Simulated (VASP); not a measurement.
Set up this calculation in VASP 6.6.1, as the native input.

```yaml
Task: single point
Functional: LDA
Potentials_or_basis: VASP PAW LDA potentials, release 64 (Ir)
Cutoff: 520 eV
k_mesh: 18 × 18 × 18
Occupations: fermi-dirac, width 0.15 eV
Spin: no spin polarisation
Dipole_correction: no
Further_INCAR_settings: ALGO = Normal; EDIFF = 1e-06; NBANDS = 10
```

The structure of Ir lies in POSCAR:

```
Ir
1.0
    0.0000000000      1.9064313894      1.9064313894
    1.9064313894      0.0000000000      1.9064313894
    1.9064313894      1.9064313894      0.0000000000
Ir
1
Direct
    0.0000000000      0.0000000000      0.0000000000
```

One way to write it, as run:

INCAR

```
SYSTEM = Ir
  ALGO = Normal
  EDIFF = 1E-6
  ENCUT = 520
  ISIF = 2
  ISMEAR = -1
  LASPH = .True.
  LCHARG = .False.
  LREAL = .False.
  LWAVE = .False.
  NBANDS = 10
  NELM = 80
  PREC = Accurate
  SIGMA = 0.15
```

KPOINTS

```
k-points
0
Gamma
  18 18 18
  0 0 0
```

Potentials or basis: VASP PAW LDA potentials, release 64 (Ir).

Run with:

```sh
$ cat potpaw_LDA.64/Ir/POTCAR > POTCAR
$ mpirun -np 1 vasp_std > vasp.out
```

Results of the run:

```json
{
 "Pressure": "2.6 GPa"
}
```

It took 22 s on 1 thread of Intel(R) Xeon(R) Platinum 8488C (Sapphire Rapids), with other jobs on the host, peak memory 0.14 GiB.
